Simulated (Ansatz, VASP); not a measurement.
**Two plane-wave programs on Al3Cu2**

Contents of INCAR:

```
SYSTEM = Al3Cu2
PREC = Accurate
ENCUT = 520
EDIFF = 1E-7
ISMEAR = 0
SIGMA = 0.15
LREAL = .False.
LASPH = .True.
NELM = 80
ALGO = Fast
ISIF = 2
LWAVE = .False.
LCHARG = .False.
GGA = CA
NBANDS = 24
```

KPOINTS

```
regular mesh
0
Gamma
  12 12 8
  0 0 0
```

File POSCAR:

```
Al3Cu2
1.0
    3.9610147888      0.0000000000      0.0000000000
   -1.9805073944      3.4303394319      0.0000000000
    0.0000000000      0.0000000000      5.1618512506
Al Cu
3 2
Direct
    0.0000000000      0.0000000000      0.0000000000
    0.3516879684      0.6666666667      0.3508928116
    0.6483120316      0.3333333333      0.6491071884
    0.3028578248      0.6666666667      0.8415870660
    0.6971421752      0.3333333333      0.1584129340
```

Input for Ansatz:

```yaml
crystal:
  lattice:
    - [3.9610147888, 0.0, 0.0]
    - [-1.9805073944, 3.4303394319, 0.0]
    - [0.0, 0.0, 5.1618512506]
  atoms:
    - { symbol: Al, position: [0.0, 0.0, 0.0] }
    - { symbol: Al, position: [0.3516879684, 0.6666666667, 0.3508928116] }
    - { symbol: Al, position: [0.6483120316, 0.3333333333, 0.6491071884] }
    - { symbol: Cu, position: [0.3028578248, 0.6666666667, 0.841587066] }
    - { symbol: Cu, position: [0.6971421752, 0.3333333333, 0.158412934] }
basis:
  ecutwfc: 520.0
kpoints:
  mp_grid: { grid: [12, 12, 8] }
hamiltonian:
  xc: lda
  pseudopotentials: { kind: paw, azcp: { folder: soft_1 } }
scf:
  occupations: { method: gaussian, width: 0.15 }
output:
  forces: true
  stress: true
  eigenvalues: true
```

Change from the starting cell: mode 4 frozen in at -0.124 Å, strain +e along z and -e/2 along x and y +0.0467.

Alike in both runs: task single point; functional LDA; k mesh 12 × 12 × 8; occupations gaussian, width 0.15 eV; no spin polarisation.

```csv
,VASP,Ansatz
version,VASP 6.6.1,Ansatz 0.2.0
potentials or method,"VASP PAW LDA potentials, release 64 (Al, Cu), cutoff 520 eV","scalar-relativistic, plane waves, PAW"
valence electrons in the cell,31,47
```

```tsv
	VASP	Ansatz	Ansatz less VASP
gap on the k mesh at the Fermi level (eV)	none	none	-
pressure (GPa)	2.0	1.7	-0.25
traceless stress, the component that is largest in VASP (GPa)	-8.13	-8.13	-0.002
rms of the force components (eV/Å)	0.267	0.265	-0.0023
```

Ansatz warns that its potentials were made for another functional, while VASP's fit it. LDA's correlation is that of Perdew and Zunger in VASP and of Perdew and Wang (1992) in Ansatz. Atom by atom the forces differ by 0.005 eV/Å (rms over components). A gap of «none» marks a metal or a gap that the smearing closes. VASP's potentials hold 31 valence electrons a cell and Ansatz's 47, so a difference there can come from the potentials and not from the codes.
